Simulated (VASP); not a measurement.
A run of VASP 6.6.1 is set up as follows.

File INCAR:

```
  ALGO = Normal
  EDIFF = 1E-6
  ENCUT = 520
  GGA = PS
  ISIF = 2
  ISMEAR = 0
  LASPH = T
  LCHARG = F
  LREAL = F
  LWAVE = F
  NBANDS = 20
  NELM = 60
  PREC = Accurate
  SIGMA = 0.05
```

The input KPOINTS:

```
k-points
0
Gamma
  8 8 5
```

The input POSCAR:

```
TaW
1.0
    1.6042674067     -2.2929309229      0.0000000000
    1.6042674067      2.2929309229      0.0000000000
    0.0000000000      0.0000000000      4.4937753089
Ta W
1 1
Direct
    0.0000000000      0.0000000000      0.0000000000
    0.5000000000      0.5000000000      0.5000000000
```

Potentials or basis: VASP PAW PBE potentials, release 64 (Ta_pv, W_sv).

Launch:

```bash
$ cat potpaw_PBE.64/Ta_pv/POTCAR potpaw_PBE.64/W_sv/POTCAR > POTCAR
$ mpirun -np 1 vasp_std > vasp.out
```

(1) What does it give for the pressure?

Results:

(1) 0.4 GPa.

Caveat: the PAW data sets were made with another functional, which shifts forces and pressure a little.
